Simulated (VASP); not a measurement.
Here is a VASP 6.6.1 calculation.

INCAR

```
ALGO = Normal ; EDIFF = 1E-7
ENCUT = 520 ; GGA = PE
ISIF = 2 ; ISMEAR = 0
LASPH = True ; LCHARG = True
LELF = True ; LREAL = False
LVHAR = True ; LWAVE = False
NBANDS = 37 ; NELM = 100
PREC = Accurate ; SIGMA = 0.15
```

The input KPOINTS:

```
k-points
0
Gamma
  3 3 3
```

POSCAR

```
WCl4F2
1.0
    6.4759550341     -0.1066677036     -0.0140231788
    3.1456005759      5.3892307051      0.0108166600
    3.1944880703      1.7794939665      5.8006396504
W Cl F
1 4 2
Direct
    0.0000000000      0.0000000000      0.0000000000
    0.3595637154      0.7750024595      0.7749338024
    0.7863319997      0.0744153238      0.7720195379
    0.2136680003      0.9255846762      0.2279804621
    0.6404362846      0.2249975405      0.2250661976
    0.0659752860      0.3037338373      0.8115263356
    0.9340247140      0.6962661627      0.1884736644
```

Potentials or basis: VASP PAW PBE potentials, release 64 (W_sv, Cl, F).

Command:

```sh
$ cat potpaw_PBE.64/W_sv/POTCAR potpaw_PBE.64/Cl/POTCAR potpaw_PBE.64/F/POTCAR > POTCAR
$ mpirun -np 1 vasp_std > vasp.out
```

Task: What does it give for the pressure?

Result: 0.7 GPa.

Task: Estimate the band gap on the k mesh.

Result: 1.82 eV (least direct gap 1.99 eV).

Task: Predict the largest force.

Result: 0.464 eV/Å.

Stress tensor (GPa, compression positive):
```
 0.54  0.22 -0.30
 0.22  0.83 -0.45
-0.30 -0.45  0.74
```

Caveat: spin-orbit coupling is left out, which moves the levels of the heavy elements. A k mesh can miss the band edges.
